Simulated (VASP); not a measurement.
# LiH (C2/c) in VASP: notebook

LiH is run at these levels: PBE; tasks: single point, relaxation of cell and atoms.

Everything below comes from runs of VASP 6.6.1. Logs are shortened: lines on timing, memory, paths and dates and some standing lists are left out, and cuts for length are marked.

## (1) The cell of the first run

It takes space group C2/c (No. 15, monoclinic). The conventional cell has a = 3.105 Å, b = 5.922 Å, c = 7.598 Å, α = 90.00°, β = 98.72°, γ = 90.00°. Li (site symmetry -1) has 2 H at 1.67 Å within 2.2 Å. Within 2.2 Å of H (site symmetry -1) lie 2 Li at 1.67 Å.

The cell was generated, and may not be a known phase.

## (2) Single point, PBE

Input file INCAR:

```
PREC = Accurate ; ENCUT = 520
EDIFF = 1E-7 ; ISMEAR = 0
SIGMA = 0.1 ; LREAL = False
LASPH = True ; NELM = 100
ALGO = Normal ; ISIF = 2
LWAVE = False ; LCHARG = False
GGA = PE ; NBANDS = 12
```

Input file KPOINTS:

```
Automatic mesh
0
Gamma
  10 10 10
```

Input file POSCAR:

```
LiH
1.0
    1.5517735954     -2.9612081217      0.0456970252
    1.5517735954      2.9612081217      0.0456970252
   -1.3726288969      0.0000000000      7.4730931008
Li H
2 2
Direct
    0.5000000000      0.5000000000      0.0000000000
    0.5000000000      0.5000000000      0.5000000000
    0.0000000000      0.5000000000      0.5000000000
    0.5000000000      0.0000000000      0.0000000000
```

Potentials or basis: VASP PAW PBE potentials, release 64 (Li_sv, H).

Command:

```sh
> cat potpaw_PBE.64/Li_sv/POTCAR potpaw_PBE.64/H/POTCAR > POTCAR
> mpirun -np 1 vasp_std > vasp.out
```

OUTCAR:

```text
PREC = Accurate
   ENCUT = 520
   EDIFF = 1E-7
   ISMEAR = 0
   LREAL = False
   LASPH = True
   NELM = 100
   ISIF = 2
   GGA = PE

 ion  position               nearest neighbor table
   1  0.500  0.500  0.000-   4 1.67   4 1.67
   2  0.500  0.500  0.500-   3 1.67   3 1.67
   3  0.000  0.500  0.500-   2 1.67   2 1.67
   4  0.500  0.000  0.000-   1 1.67   1 1.67

  LATTYP: Found a base centered monoclinic cell.
 ALAT       =     3.1048925968
 B/A-ratio  =     1.9074464120
 C/A-ratio  =     2.4471400547
 COS(beta)  =    -0.1516245970

  Lattice vectors:

 A1 = (   1.5517735954,  -2.9612081217,   0.0456970252)
 A2 = (   1.5517735954,   2.9612081217,   0.0456970252)
 A3 = (  -1.3726288969,   0.0000000000,   7.4730931008)

Analysis of symmetry for initial positions (statically):
=====================================================================
 Subroutine PRICEL returns:
 Original cell was already a primitive cell.

 Routine SETGRP: Setting up the symmetry group for a
 base centered monoclinic supercell.

 Subroutine GETGRP returns: Found  4 space group operations
 (whereof  2 operations were pure point group operations)
 out of a pool of  4 trial point group operations.

The static configuration has the point symmetry S_2 .
 The point group associated with its full space group is C_2h.

Analysis of symmetry for dynamics (positions and initial velocities):
=====================================================================
 Subroutine PRICEL returns:
 Original cell was already a primitive cell.

 Routine SETGRP: Setting up the symmetry group for a
 base centered monoclinic supercell.

 Subroutine GETGRP returns: Found  4 space group operations
 (whereof  2 operations were pure point group operations)
 out of a pool of  4 trial point group operations.

The dynamic configuration has the point symmetry S_2 .
 The point group associated with its full space group is C_2h.

 Subroutine INISYM returns: Found  4 space group operations
 (whereof  2 operations are pure point group operations),
 and found     1 'primitive' translations

----------------------------------------------------------------------------------------

                                     Primitive cell

  volume of cell :      69.0511

  direct lattice vectors                    reciprocal lattice vectors
     1.551773595 -2.961208122  0.045697025     0.320478503 -0.168850003  0.058864254
     1.551773595  2.961208122  0.045697025     0.320478503  0.168850003  0.058864254
    -1.372628897  0.000000000  7.473093101    -0.003919372  0.000000000  0.133093505

  length of vectors
     3.343477688  3.343477688  7.598107039     0.366990183  0.366990183  0.133151202

  position of ions in fractional coordinates (direct lattice)
     0.500000000  0.500000000  0.000000000
     0.500000000  0.500000000  0.500000000
     0.000000000  0.500000000  0.500000000
     0.500000000  0.000000000  0.000000000

  ion indices of the primitive-cell ions
   primitive index   ion index
                 1           1
                 2           2
                 3           3
                 4           4

----------------------------------------------------------------------------------------

 KPOINTS: Automatic mesh

Automatic generation of k-mesh.
 Grid dimensions read from file:
 generate k-points for:   10   10   10

 Generating k-lattice:

  Cartesian coordinates                     Fractional coordinates (reciprocal lattice)
     0.032047850 -0.016885000  0.005886425     0.100000000  0.000000000  0.000000000
     0.032047850  0.016885000  0.005886425     0.000000000  0.100000000  0.000000000
    -0.000391937  0.000000000  0.013309351     0.000000000  0.000000000  0.100000000

  Length of vectors
     0.036699018  0.036699018  0.013315120

  Shift w.r.t. Gamma in fractional coordinates (k-lattice)
     0.000000000  0.000000000  0.000000000

 Subroutine IBZKPT returns following result:
 ===========================================

 Found    282 irreducible k-points:

 Following reciprocal coordinates:
            Coordinates               Weight
  0.000000  0.000000  0.000000      1.000000
  0.100000  0.000000  0.000000      4.000000
  0.200000  0.000000  0.000000      4.000000
  0.300000 -0.000000  0.000000      4.000000
  0.400000 -0.000000  0.000000      4.000000
  0.500000 -0.000000  0.000000      2.000000
[... 16 lines left out ...]
  0.300000  0.300000  0.000000      2.000000
  0.400000  0.300000  0.000000      4.000000
 [... further k-points ...]
   k-points           NKPTS =    282   k-points in BZ     NKDIM =    282   number of bands    NBANDS=     12
   number of dos      NEDOS =    301   number of ions     NIONS =      4
   total plane-waves  NPLWV =  47040
   dimension x,y,z NGX =    28 NGY =   28 NGZ =   60
   dimension x,y,z NGXF=    56 NGYF=   56 NGZF=  120
   ions per type =               2   2
   NGX,Y,Z   is equivalent  to a cutoff of  13.92, 13.92, 13.13 a.u.
   NGXF,Y,Z  is equivalent  to a cutoff of  27.84, 27.84, 26.26 a.u.
 SYSTEM =  unknown system
   PREC   = accura    normal or accurate (medium, high low for compatibility)
   ISTART =      0    job   : 0-new  1-cont  2-samecut
   ICHARG =      2    charge: 1-file 2-atom 10-const
   ISPIN  =      1    spin polarized calculation?
   LNONCOLLINEAR =      F non collinear calculations
   LSORBIT =      F    spin-orbit coupling
   LASPH  =      T    aspherical Exc in radial PAW
   ENCUT  =  520.0 eV  38.22 Ry    6.18 a.u.   6.22  6.22 14.13*2*pi/ulx,y,z
   NELM   =    100;   NELMIN=  2; NELMDL= -5     # of ELM steps
   EDIFF  = 0.1E-06   stopping-criterion for ELM
   LREAL  =      F    real-space projection
   EDIFFG = 0.1E-05   stopping-criterion for IOM
   NSW    =      0    number of steps for IOM
   IBRION =     -1    ionic relax: 0-MD 1-quasi-New 2-CG
   NFREE  =      0    steps in history (QN), initial steepest desc. (CG)
   ISIF   =      2    stress and relaxation
   ISYM   =      2    0-nonsym 1-usesym 2-fastsym
   POTIM  = 0.5000    time-step for ionic-motion
   TEBEG  =    0.0;   TEEND  =   0.0 temperature during run
   PSTRESS=    0.0 pullay stress
   NELECT =       8.0000    total number of electrons
   NUPDOWN=      -1.0000    fix difference up-down
   EMIN   =  10.00;   EMAX   =-10.00  energy-range for DOS
   EFERMI =   0.00;   METHOD = LEGACY
   ISMEAR =     0;   SIGMA  =   0.10  broadening in eV -4-tet -1-fermi 0-gaus
   EFERMI_NEDOS =   21; number of points for ismear=-14 and -15
   IALGO  =     38    algorithm
   IMIX   =      4    mixing-type and parameters
     AMIX     =   0.40;   BMIX     =  1.00
     AMIX_MAG =   1.60;   BMIX_MAG =  1.00
  volume/ion in A,a.u.               =      17.26       116.49
  Fermi-wavevector in a.u.,A,eV,Ry     =   0.798083  1.508158  8.666045  0.636936
  Thomas-Fermi vector in A             =   1.904925
   LORBIT       =      0    0 simple, 1 ext, 2 COOP (PROOUT), +10 PAW based schemes
   GGA     = PE    functional components
   LHFCALC =     F    Hartree Fock is set to
   AEXX    =    0.0000 exact exchange contribution
   IVDW    =     0    specifies the selected vdW correction
   LEPSILON=     F    determine dielectric tensor
   LRPA    =     F    only Hartree local field effects (RPA)
 non-spin polarized calculation
 Gauss-broadening in eV      SIGMA  =   0.10
  energy-cutoff  :      520.00
  volume of cell :       69.05
 maximum number of plane-waves:      1877
 NGX is ok and might be reduce to    28
   NGX = 13   NGY = 13   NGZ = 29

 number of electron       8.0000009 magnetization

 Free energy of the ion-electron system (eV)
  ---------------------------------------------------
  ext. energy  EPLUGINS =         0.00000000
  ---------------------------------------------------
  free energy    TOTEN  =       -10.93690440 eV

  energy without entropy =      -10.93690440  energy(sigma->0) =      -10.93690440

 E-fermi :  -1.9251     XC(G=0):  -5.7603

 val. band max:       -2.3352529760   @ k =   0.5000  -0.0000   0.5000
 cond. band min:      -0.4628378111   @ k =   0.0000   0.0000   0.0000
 fundamental gap:      1.8724151648
 Fermi energy:        -1.9251221042

 k-point     1 :       0.0000    0.0000    0.0000
  band No.  band energies     occupation
      1     -47.0176      2.00000
      2     -47.0172      2.00000
      3      -5.2230      2.00000
      4      -4.2729      2.00000
      5      -0.4628      0.00000
      6       4.3874      0.00000
      7       5.1011      0.00000
      8       9.2961      0.00000
      9       9.3125      0.00000
     10       9.8347      0.00000
     11      11.6479      0.00000
     12      12.1633      0.00000

 k-point     2 :       0.1000    0.0000    0.0000
  band No.  band energies     occupation
      1     -47.0168      2.00000
      2     -47.0164      2.00000
      3      -5.0981      2.00000
      4      -4.1802      2.00000
      5      -0.2564      0.00000
      6       4.2730      0.00000
      7       5.3566      0.00000
      8       8.0534      0.00000
      9       9.0860      0.00000
     10       9.7646      0.00000
     11      10.6164      0.00000
     12      11.6569      0.00000

 k-point     3 :       0.2000    0.0000    0.0000
  band No.  band energies     occupation
      1     -47.0149      2.00000
      2     -47.0143      2.00000
      3      -4.7439      2.00000
      4      -3.8996      2.00000
      5       0.3580      0.00000
      6       4.0161      0.00000
      7       5.8539      0.00000
      8       6.1284      0.00000
      9       8.3831      0.00000
     10       8.8136      0.00000
     11       9.2489      0.00000
     12      11.2679      0.00000
[... 286 lines left out ...]
 k-point    23 :       0.3000    0.3000    0.0000
  band No.  band energies     occupation
      1     -47.0092      2.00000
      2     -47.0089      2.00000
      3      -3.0613      2.00000
      4      -2.9891      2.00000
      5       2.1024      0.00000
      6       2.4693      0.00000
      7       4.3684      0.00000
      8       4.9615      0.00000
      9       5.8850      0.00000
     10       6.7852      0.00000
     11       7.2767      0.00000
     12       8.5973      0.00000

 k-point    24 :       0.4000    0.3000    0.0000
  band No.  band energies     occupation
      1     -47.0098      2.00000
      2     -47.0093      2.00000
      3      -3.4944      2.00000
      4      -3.0809      2.00000
      5       2.1182      0.00000
      6       3.1961      0.00000
      7       4.2473      0.00000
      8       4.4623      0.00000
      9       6.1246      0.00000
     10       6.2642      0.00000
     11       7.9627      0.00000
     12       8.8078      0.00000

 [... further k-points ...]
[... 5 lines left out ...]
  --------------------------------------------------------------------------------------
  -------------------------------------------------------------------------------------
  Total       -0.0460744      0.0043008      0.0226856      0.0000000      0.0000000      0.0010116
  in kB       -1.0690549      0.0997913      0.5263702      0.0000000      0.0000000      0.0234719
  external PRESSURE =      -0.1476311 kB  Pullay stress =       0.0000000 kB

 VOLUME and BASIS-vectors are now :
 -----------------------------------------------------------------------------
  energy-cutoff  :      520.00
  volume of cell :       69.05
      direct lattice vectors                 reciprocal lattice vectors
     1.551773595 -2.961208122  0.045697025     0.320478503 -0.168850003  0.058864254
     1.551773595  2.961208122  0.045697025     0.320478503  0.168850003  0.058864254
    -1.372628897  0.000000000  7.473093101    -0.003919372  0.000000000  0.133093505

 POSITION                                       TOTAL-FORCE (eV/Angst)
 -----------------------------------------------------------------------------------
      1.55177      0.00000      0.04570        -0.000000     -0.000000     -0.000000
      0.86546      0.00000      3.78224         0.000000     -0.000000      0.000000
      0.08957      1.48060      3.75940         0.000000      0.000000      0.000000
      0.77589     -1.48060      0.02285         0.000000     -0.000000      0.000000
 -----------------------------------------------------------------------------------
    total drift:                                0.000000      0.000000      0.000000

  FREE ENERGIE OF THE ION-ELECTRON SYSTEM (eV)
  ---------------------------------------------------
  free  energy   TOTEN  =       -10.9369043977 eV

  energy  without entropy=      -10.9369043976  energy(sigma->0) =      -10.93690440
```

Run time: 2.3 min. Hardware: 1 thread of AMD EPYC 9R45 (Zen 5), shared host; peak memory 0.3 GiB.

What came out:

```
Free energy            : -10.9369 eV
Band gap on the k mesh : 1.87 eV (least direct gap 3.28 eV)
```

Levels at points of the mesh, in eV from the valence-band top:
| k point | band 2 | band 3 | band 4 | band 5 | band 6 | band 7 |
| --- | --- | --- | --- | --- | --- | --- |
| (0.00, 0.00, 0.00) | -44.68 | -2.89 | -1.94 | 1.87 | 6.72 | 7.44 |
| (0.50, 0.00, 0.00) | -44.67 | -1.29 | -0.02 | 3.38 | 5.71 | 6.39 |
| (0.50, 0.50, 0.00) | -44.68 | -1.88 | -1.40 | 4.17 | 5.70 | 6.57 |
| (0.00, 0.00, 0.50) | -44.68 | -2.50 | -2.50 | 3.53 | 3.53 | 10.61 |
| (0.50, 0.00, 0.50) | -44.67 | -1.30 | 0.00 | 3.28 | 5.40 | 7.34 |
| (0.50, 0.50, 0.50) | -44.68 | -1.66 | -1.66 | 4.63 | 4.63 | 7.87 |

Caveat: the cutoff is under 1.25 times the usual one of these potentials, so pressure, stress and relaxed cells hold a basis-set (Pulay) error.

## (3) Relaxation of cell and atoms, PBE

Input file INCAR:

```
SYSTEM = LiH
  PREC = Accurate
  ENCUT = 600
  EDIFF = 1E-7
  ISMEAR = 0
  SIGMA = 0.02
  LREAL = .FALSE.
  LASPH = .TRUE.
  NELM = 80
  ALGO = Normal
  ISIF = 3
  LWAVE = .FALSE.
  LCHARG = .FALSE.
  GGA = PE
  IBRION = 2
  NSW = 100
  EDIFFG = -0.01
```

Input file KPOINTS:

```
Automatic mesh
0
G
  10 10 4
  0 0 0
```

Input file POSCAR:

```
LiH
1.0
    1.5524462985     -2.9612081217      0.0000000000
    1.5524462985      2.9612081217      0.0000000000
   -1.1520599179      0.0000000000      7.5102588855
Li H
2 2
Direct
    0.5000000000      0.5000000000      0.5000000000
    0.5000000000      0.5000000000      0.0000000000
    0.0000000000      0.5000000000      0.0000000000
    0.5000000000      0.0000000000      0.5000000000
```

Potentials or basis: VASP PAW PBE potentials, release 64 (Li_sv, H).

Command:

```sh
> cat potpaw_PBE.64/Li_sv/POTCAR potpaw_PBE.64/H/POTCAR > POTCAR
> mpirun -np 1 vasp_std > vasp.out
```

Run time: 58 s. Hardware: 1 thread of AMD EPYC 9R45 (Zen 5), shared host; peak memory 0.22 GiB.

The run converged. Its results:

| Property | Result |
| --- | --- |
| Free energy | -10.9376 eV |
| Relaxed volume | 17.26 Å³/atom |
| Relaxed cell | a = 3.343 Å, b = 3.343 Å, c = 7.600 Å, α = 94.03°, β = 94.03°, γ = 124.69° |
| Space group after relaxing (to 0.1 Å) | C2/c (No. 15) |
| Energy gained by relaxing | 0.0 meV/atom |
| Ionic steps | 2 |
| Pressure after relaxing | 0.0 GPa |
| Band gap on the k mesh | 1.87 eV (least direct gap 3.28 eV) |

Stress tensor (GPa, compression positive):
```
-0.09  0.00  0.01
 0.00  0.01  0.00
 0.01  0.00  0.06
```

Final structure:
```yaml
crystal:
  lattice:
    - [1.55163, -2.96127, 0.00005]
    - [1.55163, 2.96127, 0.00005]
    - [-1.15120, 0.00000, 7.51259]
  atoms:
    - { symbol: Li, position: [0.50000, 0.50000, 0.50000] }
    - { symbol: Li, position: [0.50000, 0.50000, 0.00000] }
    - { symbol: H, position: [0.00000, 0.50000, 0.00000] }
    - { symbol: H, position: [0.50000, 0.00000, 0.50000] }
```

Levels at points of the mesh, in eV from the valence-band top:
| k point | band 1 | band 2 | band 3 | band 4 | band 5 | band 6 | band 7 | band 8 |
| --- | --- | --- | --- | --- | --- | --- | --- | --- |
| (0.00, 0.00, 0.00) | -44.68 | -44.68 | -2.89 | -1.94 | 1.87 | 6.72 | 7.43 | 11.63 |
| (0.50, 0.00, 0.00) | -44.67 | -44.67 | -1.29 | -0.02 | 3.38 | 5.72 | 6.39 | 7.70 |
| (0.50, 0.50, 0.00) | -44.67 | -44.67 | -1.88 | -1.41 | 4.17 | 5.69 | 6.56 | 6.60 |
| (0.00, 0.00, 0.50) | -44.68 | -44.68 | -2.50 | -2.50 | 3.53 | 3.53 | 10.61 | 10.61 |
| (0.50, 0.00, 0.50) | -44.67 | -44.67 | -1.30 | 0.00 | 3.28 | 5.40 | 7.34 | 7.87 |
| (0.50, 0.50, 0.50) | -44.67 | -44.67 | -1.66 | -1.66 | 4.63 | 4.63 | 7.87 | 7.87 |

Caveat: the cutoff is under 1.25 times the usual one of these potentials, so pressure, stress and relaxed cells hold a basis-set (Pulay) error.

## (4) Relaxation of cell and atoms, PBE

This run uses another cell than the first one, of 18.42 Å³/atom.

Input file INCAR:

```
SYSTEM = LiH
PREC = Accurate ; ENCUT = 600
EDIFF = 1E-6 ; ISMEAR = 0
SIGMA = 0.02 ; LREAL = .FALSE.
LASPH = .TRUE. ; NELM = 60
ALGO = Normal ; ISIF = 3
LWAVE = .FALSE. ; LCHARG = .FALSE.
GGA = PE ; IBRION = 2
NSW = 100 ; EDIFFG = -0.01
```

Input file KPOINTS:

```
regular mesh
0
G
  10 10 4
  0 0 0
```

Input file POSCAR:

```
LiH
1.0
    1.5468486406     -2.9638004912      0.0043820860
    1.5468486406      2.9638004912      0.0043820860
   -1.1267067463      0.0000000000      8.0314534457
Li H
2 2
Direct
    0.5000000000      0.5000000000      0.5000000000
    0.5000000000      0.5000000000      0.0000000000
    0.0000000000      0.5000000000      0.0000000000
    0.5000000000      0.0000000000      0.5000000000
```

Command:

```sh
> cat potpaw_PBE.64/Li_sv/POTCAR potpaw_PBE.64/H/POTCAR > POTCAR
> mpirun -np 1 vasp_std > vasp.out
```

Run time: 47 s. Hardware: 1 thread of AMD EPYC 9R45 (Zen 5), shared host; peak memory 0.22 GiB.

It converged, with:

```
Free energy             : -10.9406 eV
Pressure after relaxing : 0.0 GPa
Band gap on the k mesh  : 1.91 eV (least direct gap 3.32 eV)
```

Stress tensor (GPa, compression positive):
```
-0.02  0.00  0.00
 0.00  0.08  0.00
 0.00  0.00 -0.05
```

Final structure:
```yaml
crystal:
  lattice:
    - [1.54685, -2.96380, 0.00438]
    - [1.54685, 2.96380, 0.00438]
    - [-1.12671, 0.00000, 8.03145]
  atoms:
    - { symbol: Li, position: [0.50000, 0.50000, 0.50000] }
    - { symbol: Li, position: [0.50000, 0.50000, 0.00000] }
    - { symbol: H, position: [0.00000, 0.50000, 0.00000] }
    - { symbol: H, position: [0.50000, 0.00000, 0.50000] }
```

Levels at points of the mesh, in eV from the valence-band top:
| k point | band 1 | band 2 | band 3 | band 4 | band 5 | band 6 | band 7 | band 8 |
| --- | --- | --- | --- | --- | --- | --- | --- | --- |
| (0.00, 0.00, 0.00) | -44.68 | -44.68 | -2.79 | -2.09 | 1.91 | 6.22 | 6.54 | 11.25 |
| (0.50, 0.00, 0.00) | -44.68 | -44.67 | -1.28 | -0.01 | 3.38 | 5.72 | 6.45 | 7.63 |
| (0.50, 0.50, 0.00) | -44.68 | -44.68 | -1.82 | -1.50 | 4.30 | 5.79 | 6.24 | 6.57 |
| (0.00, 0.00, 0.50) | -44.68 | -44.68 | -2.49 | -2.49 | 3.28 | 3.28 | 9.88 | 9.88 |
| (0.50, 0.00, 0.50) | -44.68 | -44.67 | -1.29 | 0.00 | 3.32 | 5.48 | 7.33 | 7.67 |
| (0.50, 0.50, 0.50) | -44.68 | -44.68 | -1.67 | -1.67 | 4.72 | 4.72 | 7.65 | 7.65 |

Caveat: the cutoff is under 1.25 times the usual one of these potentials, so pressure, stress and relaxed cells hold a basis-set (Pulay) error. A k mesh can miss the band edges.

## (5) Summary

| task | cell | k mesh | cutoff (eV) | smearing | gap on the mesh (eV) | pressure (GPa) | relaxed volume (Å³/atom) |
| --- | --- | --- | --- | --- | --- | --- | --- |
| single point | a = 3.343, b = 3.343, c = 7.598 Å, angles 94.0, 94.0, 124.7°, 4 atoms | 10 × 10 × 10 | 520 | gaussian 0.1 eV | 1.87 | - | - |
| relaxation of cell and atoms | relaxed from a = 3.343, b = 3.343, c = 7.598 Å, angles 94.0, 94.0, 124.7°, 4 atoms | 10 × 10 × 4 | 600 | gaussian 0.02 eV | 1.87 | 0.0 | 17.26 |
| relaxation of cell and atoms | relaxed from a = 3.343, b = 3.343, c = 8.110 Å, angles 93.6, 93.6, 124.9°, 4 atoms | 10 × 10 × 4 | 600 | gaussian 0.02 eV | 1.91 | 0.0 | 18.42 |

Alike in all rows: level PBE; potentials or basis VASP PAW PBE potentials, release 64 (Li_sv, H); no spin polarisation.

Caveats: the cutoff is under 1.25 times the usual one of these potentials, so pressure, stress and relaxed cells hold a basis-set (Pulay) error.

Absolute energies hang on the potentials; compare differences alone.
